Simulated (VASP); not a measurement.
# InPd (R3m) in VASP: further runs, part 2 of 2

VASP 6.6.1.

### Step 4. Electric field gradients, PBE (shortest bond scaled by 0.94)

File INCAR:

```
SYSTEM = InPd
PREC = Accurate ; ENCUT = 520
EDIFF = 1E-8 ; ISMEAR = -1
SIGMA = 0.05 ; LREAL = .FALSE.
LASPH = .TRUE. ; NELM = 80
ALGO = Normal ; ISIF = 2
LWAVE = .FALSE. ; LCHARG = .FALSE.
GGA = PE ; LEFG = .TRUE.
NBANDS = 18
```

File KPOINTS:

```
Automatic mesh
0
G
  9 9 9
  0 0 0
```

File POSCAR:

```
InPd
1.0
    3.2718847800      0.0000000000      0.0000000000
    0.0000000000      3.2718847800      0.0000000000
    0.0000000000      0.0000000000      3.2718847800
In Pd
1 1
Direct
   -0.0150000000     -0.0150000000     -0.0150000000
    0.5150000000      0.5150000000      0.5150000000
```

Potentials or basis: VASP PAW PBE potentials, release 64 (In_d, Pd).

Started as:

```bash
$ cat potpaw_PBE.64/In_d/POTCAR potpaw_PBE.64/Pd/POTCAR > POTCAR
$ mpirun -np 1 vasp_std > vasp.out
```

OUTCAR:

```text
SYSTEM = InPd
   PREC = Accurate
   ENCUT = 520
   EDIFF = 1E-8
   ISMEAR = -1
   LREAL = .FALSE.
   LASPH = .TRUE.
   NELM = 80
   ISIF = 2
   GGA = PE

 ion  position               nearest neighbor table
   1  0.985  0.985  0.985-   2 2.66   2 2.78   2 2.78   2 2.78   2 2.89   2 2.89   2 2.89   2 3.00

   2  0.515  0.515  0.515-   1 2.66   1 2.78   1 2.78   1 2.78   1 2.89   1 2.89   1 2.89   1 3.00

  LATTYP: Found a simple cubic cell.
 ALAT       =     3.2718847800

  Lattice vectors:

 A1 = (   3.2718847800,   0.0000000000,   0.0000000000)
 A2 = (   0.0000000000,   3.2718847800,   0.0000000000)
 A3 = (   0.0000000000,   0.0000000000,   3.2718847800)

Analysis of symmetry for initial positions (statically):
=====================================================================
 Subroutine PRICEL returns:
 Original cell was already a primitive cell.

 Routine SETGRP: Setting up the symmetry group for a
 simple cubic supercell.

 Subroutine GETGRP returns: Found  6 space group operations
 (whereof  6 operations were pure point group operations)
 out of a pool of 48 trial point group operations.

The static configuration has the point symmetry C_3v.

Analysis of symmetry for dynamics (positions and initial velocities):
=====================================================================
 Subroutine PRICEL returns:
 Original cell was already a primitive cell.

 Routine SETGRP: Setting up the symmetry group for a
 simple cubic supercell.

 Subroutine GETGRP returns: Found  6 space group operations
 (whereof  6 operations were pure point group operations)
 out of a pool of 48 trial point group operations.

[... 150 lines left out ...]
 cond. band min:      10.6349695669   @ k =   0.4444   0.4444   0.4444
 fundamental gap:      0.1395307132
 Fermi energy:        10.5630656775

 k-point     1 :       0.0000    0.0000    0.0000
  band No.  band energies     occupation
      1      -4.4753      2.00000
      2      -4.4753      2.00000
      3      -4.0805      2.00000
      4      -4.0606      2.00000
      5      -4.0606      2.00000
      6       0.4309      2.00000
[... 481 lines left out ...]
      5      -3.8814      2.00000
      6       4.2877      2.00000
[... 10 lines left out ...]
     17      21.9901      0.00000
     18      24.1060      0.00000

 [... further k-points ...]
[... 5 lines left out ...]
  --------------------------------------------------------------------------------------
  -------------------------------------------------------------------------------------
  Total        1.1494203      1.1494203      1.1494203      0.2221901      0.2221901      0.2221901
  in kB       52.5769552     52.5769552     52.5769552     10.1634508     10.1634508     10.1634508
  external PRESSURE =      52.5769552 kB  Pullay stress =       0.0000000 kB

 VOLUME and BASIS-vectors are now :
 -----------------------------------------------------------------------------
  energy-cutoff  :      520.00
  volume of cell :       35.03
      direct lattice vectors                 reciprocal lattice vectors
     3.271884780  0.000000000  0.000000000     0.305634234  0.000000000  0.000000000
     0.000000000  3.271884780  0.000000000     0.000000000  0.305634234  0.000000000
     0.000000000  0.000000000  3.271884780     0.000000000  0.000000000  0.305634234

 POSITION                                       TOTAL-FORCE (eV/Angst)
 -----------------------------------------------------------------------------------
      3.22281      3.22281      3.22281         0.455263      0.455263      0.455263
      1.68502      1.68502      1.68502        -0.455263     -0.455263     -0.455263
 -----------------------------------------------------------------------------------
    total drift:                                0.000638      0.000638      0.000642

  FREE ENERGIE OF THE ION-ELECTRON SYSTEM (eV)
  ---------------------------------------------------
  free  energy   TOTEN  =        -8.6628740277 eV

  energy  without entropy=       -8.6559875264  energy(sigma->0) =       -8.65943078

 Electric field gradients (V/A^2)
---------------------------------------------------------------------
 ion       V_xx      V_yy      V_zz      V_xy      V_xz      V_yz
---------------------------------------------------------------------
   1       0.000     0.000     0.000    -2.090    -2.090    -2.090
   2       0.000     0.000     0.000    -1.581    -1.581    -1.581
---------------------------------------------------------------------

 Electric field gradients after diagonalization (V/A^2)
 (convention: |V_zz| > |V_xx| > |V_yy|)
----------------------------------------------------------------------
 ion       V_xx      V_yy      V_zz     asymmetry (V_yy - V_xx)/ V_zz
----------------------------------------------------------------------
   1       2.090     2.090    -4.180       0.000
   2       1.581     1.581    -3.162       0.000
----------------------------------------------------------------------

           NMR quadrupolar parameters

 Cq : quadrupolar parameter    Cq=e*Q*V_zz/h
 eta: asymmetry parameters     (V_yy - V_xx)/ V_zz
 Q  : nuclear electric quadrupole moment in mb (millibarn)
----------------------------------------------------------------------
 ion       Cq(MHz)       eta       Q (mb)
----------------------------------------------------------------------
   1      -0.010       0.000       1.000
   2      -0.008       0.000       1.000
----------------------------------------------------------------------
```

It took 44 s on 1 thread of Intel Xeon 8259CL, shared host; peak memory 0.18 GiB.

Results:

```
Free energy   : -8.6629 eV
Pressure      : 5.3 GPa
Largest force : 0.789 eV/Å
```

Forces on the atoms (eV/Å):
```
In   0.455  0.455  0.455
Pd  -0.455 -0.455 -0.455
```

Stress tensor (GPa, compression positive):
```
5.26 1.02 1.02
1.02 5.26 1.02
1.02 1.02 5.26
```

Electric field gradients, principal values (V/Å²):
| atom | least | middle | greatest (by size) |
| --- | --- | --- | --- |
| 1 In | 2.090 | 2.090 | -4.180 |
| 2 Pd | 1.581 | 1.581 | -3.162 |

Caveat: the cell differs from its parent crystal (shortest bond scaled by 0.94); without QUAD_EFG the Cq values of the log hold for a quadrupole moment of 1 mb, not for the nuclei; spin-orbit coupling is left out, which moves the levels of the heavy elements.

### Step 5. Electric field gradients, PBE (shortest bond scaled by 0.82)

File INCAR:

```
SYSTEM = InPd
  PREC = Accurate
  ENCUT = 520
  EDIFF = 1E-8
  ISMEAR = -1
  SIGMA = 0.05
  LREAL = .False.
  LASPH = .True.
  NELM = 100
  ALGO = Normal
  ISIF = 2
  LWAVE = .False.
  LCHARG = .False.
  GGA = PE
  LEFG = .True.
  NBANDS = 18
```

File KPOINTS:

```
regular mesh
0
Gamma
  9 9 9
  0 0 0
```

File POSCAR:

```
InPd
1.0
    3.2718847800      0.0000000000      0.0000000000
    0.0000000000      3.2718847800      0.0000000000
    0.0000000000      0.0000000000      3.2718847800
In Pd
1 1
Direct
   -0.0450000000     -0.0450000000     -0.0450000000
    0.5450000000      0.5450000000      0.5450000000
```

Potentials or basis: VASP PAW PBE potentials, release 64 (In_d, Pd).

Started as:

```bash
$ cat potpaw_PBE.64/In_d/POTCAR potpaw_PBE.64/Pd/POTCAR > POTCAR
$ mpirun -np 1 vasp_std > vasp.out
```

OUTCAR:

```text
SYSTEM = InPd
   PREC = Accurate
   ENCUT = 520
   EDIFF = 1E-8
   ISMEAR = -1
   LREAL = .False.
   LASPH = .True.
   NELM = 100
   ISIF = 2
   GGA = PE

 ion  position               nearest neighbor table
   1  0.955  0.955  0.955-   2 2.32   2 2.71   2 2.71   2 2.71   2 3.04   2 3.04   2 3.04   2 3.34

   2  0.545  0.545  0.545-   1 2.32   1 2.71   1 2.71   1 2.71   1 3.04   1 3.04   1 3.04   1 3.34

  LATTYP: Found a simple cubic cell.
 ALAT       =     3.2718847800

  Lattice vectors:

 A1 = (   3.2718847800,   0.0000000000,   0.0000000000)
[... 717 lines left out ...]
  free  energy   TOTEN  =        -7.9117195072 eV

  energy  without entropy=       -7.9044299480  energy(sigma->0) =       -7.90807473

 Electric field gradients (V/A^2)
---------------------------------------------------------------------
 ion       V_xx      V_yy      V_zz      V_xy      V_xz      V_yz
---------------------------------------------------------------------
   1      -0.000    -0.000    -0.000   -19.886   -19.886   -19.886
   2      -0.000    -0.000     0.000   -16.896   -16.896   -16.896
---------------------------------------------------------------------

 Electric field gradients after diagonalization (V/A^2)
 (convention: |V_zz| > |V_xx| > |V_yy|)
----------------------------------------------------------------------
 ion       V_xx      V_yy      V_zz     asymmetry (V_yy - V_xx)/ V_zz
----------------------------------------------------------------------
   1      19.886    19.886   -39.771       0.000
   2      16.896    16.896   -33.792       0.000
----------------------------------------------------------------------

           NMR quadrupolar parameters

 Cq : quadrupolar parameter    Cq=e*Q*V_zz/h
 eta: asymmetry parameters     (V_yy - V_xx)/ V_zz
 Q  : nuclear electric quadrupole moment in mb (millibarn)
----------------------------------------------------------------------
 ion       Cq(MHz)       eta       Q (mb)
----------------------------------------------------------------------
   1      -0.096       0.000       1.000
   2      -0.082       0.000       1.000
----------------------------------------------------------------------
```

OSZICAR:

```text
N       E                     dE             d eps       ncg     rms          rms(c)
DAV:   1     0.164646567273E+03    0.16465E+03   -0.10729E+04  3104   0.170E+03
DAV:   2     0.432328022288E+00   -0.16421E+03   -0.15773E+03  3092   0.362E+02
DAV:   3    -0.796931628334E+01   -0.84016E+01   -0.83235E+01  3492   0.876E+01
DAV:   4    -0.815126921510E+01   -0.18195E+00   -0.18184E+00  3588   0.116E+01
DAV:   5    -0.816036618406E+01   -0.90970E-02   -0.90966E-02  4190   0.258E+00    0.757E+00
DAV:   6    -0.796420566196E+01    0.19616E+00   -0.27741E-01  3772   0.745E+00    0.379E+00
DAV:   7    -0.791653640106E+01    0.47669E-01   -0.95193E-02  4644   0.490E+00    0.122E+00
DAV:   8    -0.791262560793E+01    0.39108E-02   -0.13655E-02  3218   0.113E+00    0.485E-01
DAV:   9    -0.791172602909E+01    0.89958E-03   -0.23135E-03  3996   0.640E-01    0.969E-02
DAV:  10    -0.791171973716E+01    0.62919E-05   -0.10612E-04  4032   0.172E-01    0.340E-02
DAV:  11    -0.791171896268E+01    0.77448E-06   -0.10511E-05  3296   0.262E-02    0.105E-02
DAV:  12    -0.791171953786E+01   -0.57518E-06   -0.98912E-07  3762   0.947E-03    0.223E-03
DAV:  13    -0.791171950806E+01    0.29792E-07   -0.46466E-08  3868   0.168E-03    0.161E-03
DAV:  14    -0.791171949313E+01    0.14934E-07   -0.47351E-09  1768   0.962E-04    0.661E-04
DAV:  15    -0.791171951189E+01   -0.18758E-07   -0.36119E-09  1666   0.524E-04    0.211E-04
DAV:  16    -0.791171950720E+01    0.46848E-08   -0.51141E-10  1642   0.312E-04
   1 F= -.79117195E+01 E0= -.79080747E+01  d E =-.728956E-02
```

It took 42 s on 1 thread of Intel Xeon 8259CL, shared host; peak memory 0.18 GiB.

Results:

```yaml
Free_energy: -7.9117 eV
Pressure: 19.1 GPa
Largest_force: 4.382 eV/Å
```

Forces in eV/Å, atoms in the order of the input:
```
In   2.530  2.530  2.530
Pd  -2.530 -2.530 -2.530
```

Electric field gradients, principal values (V/Å²):
```
atom   least  middle  greatest (by size)
1 In  19.886  19.886             -39.771
2 Pd  16.896  16.896             -33.792
```

Caveat: the cell differs from its parent crystal (shortest bond scaled by 0.82); without QUAD_EFG the Cq values of the log hold for a quadrupole moment of 1 mb, not for the nuclei; spin-orbit coupling is left out, which moves the levels of the heavy elements; forces of over 1 eV/Å act on the atoms, so gaps and moduli don't describe the material at rest.
